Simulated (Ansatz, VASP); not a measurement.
Sn in VASP and in Ansatz

```xyz
2
Lattice="0.0000 3.4464 3.4464 3.4464 0.0000 3.4464 3.4464 3.4464 0.0000" Properties=species:S:1:pos:R:3 pbc="T T T"
Sn    3.4464    3.4464    3.4464
Sn    5.1695    5.1695    5.1695
```

Alike in both runs: task single point; functional PBEsol; k mesh 10 × 10 × 10; occupations gaussian, width 0.1 eV; no spin polarisation.

|  | VASP | Ansatz |
| --- | --- | --- |
| version | VASP 6.6.1 | Ansatz 0.2.0 |
| potentials or method | VASP PAW PBE potentials, release 64 (Sn_d), cutoff 520 eV | scalar-relativistic, plane waves, PAW |
| valence electrons in the cell | 28 | 28 |

```csv
,VASP,Ansatz,Ansatz less VASP
gap on the k mesh at the Fermi level (eV),none,none,-
pressure (GPa),-4.5,-4.4,+0.05
```

VASP's potentials were made for PBE, not for PBEsol. A gap of «none» marks a metal or a gap that the smearing closes. The functional is the same, so the differences come from potentials, cutoffs and numerics.
